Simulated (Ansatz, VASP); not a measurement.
**Two plane-wave programs on Na2S**

INCAR

```
ALGO = Normal
EDIFF = 1E-6
ENCUT = 500
GGA = PS
GGA_COMPAT = F
ISIF = 2
ISMEAR = 0
LASPH = T
LCHARG = F
LREAL = F
LWAVE = F
NBANDS = 17
NELM = 120
PREC = Accurate
SIGMA = 0.02
```

File KPOINTS:

```
k-points
0
Gamma
  8 8 8
```

POSCAR

```
Na2S
1.0
    0.0000000000      3.2828033530      3.2828033530
    3.2828033530      0.0000000000      3.2828033530
    3.2828033530      3.2828033530      0.0000000000
Na S
2 1
Direct
    0.2500000000      0.2500000000      0.2500000000
    0.7500000000      0.7500000000      0.7500000000
    0.0000000000      0.0000000000      0.0000000000
```

Input for Ansatz:

```yaml
crystal:
  lattice:
    - [0.0, 3.282803353, 3.282803353]
    - [3.282803353, 0.0, 3.282803353]
    - [3.282803353, 3.282803353, 0.0]
  atoms:
    - { symbol: Na, position: [0.25, 0.25, 0.25] }
    - { symbol: Na, position: [0.75, 0.75, 0.75] }
    - { symbol: S, position: [0.0, 0.0, 0.0] }
basis:
  ecutwfc: 420
kpoints:
  mp_grid: { grid: [8, 8, 8] }
hamiltonian:
  xc: pbesol
scf:
  occupations: { method: gaussian, width: 0.02 }
output:
  forces: true
  stress: true
  eigenvalues: true
```

Alike in both runs: task single point; functional PBEsol; k mesh 8 × 8 × 8; occupations gaussian, width 0.02 eV; no spin polarisation.

|  | VASP | Ansatz |
| --- | --- | --- |
| version | VASP 6.6.1 | Ansatz 0.2.0 |
| potentials or method | VASP PAW PBE potentials, release 64 (Na_pv, S), cutoff 500 eV | scalar-relativistic, plane waves, PAW |
| valence electrons in the cell | 20 | 24 |

|  | VASP | Ansatz | Ansatz less VASP |
| --- | --- | --- | --- |
| gap on the k mesh at the Fermi level (eV) | 2.33 | 2.33 | +0.003 |
| least direct gap on the mesh (eV) | 2.33 | 2.33 | +0.003 |
| pressure (GPa) | -0.8 | -0.8 | -0.04 |

VASP's potentials were made for PBE, not for PBEsol. The functional is the same, so the differences come from potentials, cutoffs and numerics. VASP's potentials hold 20 valence electrons a cell and Ansatz's 24, so a difference there can come from the potentials and not from the codes.
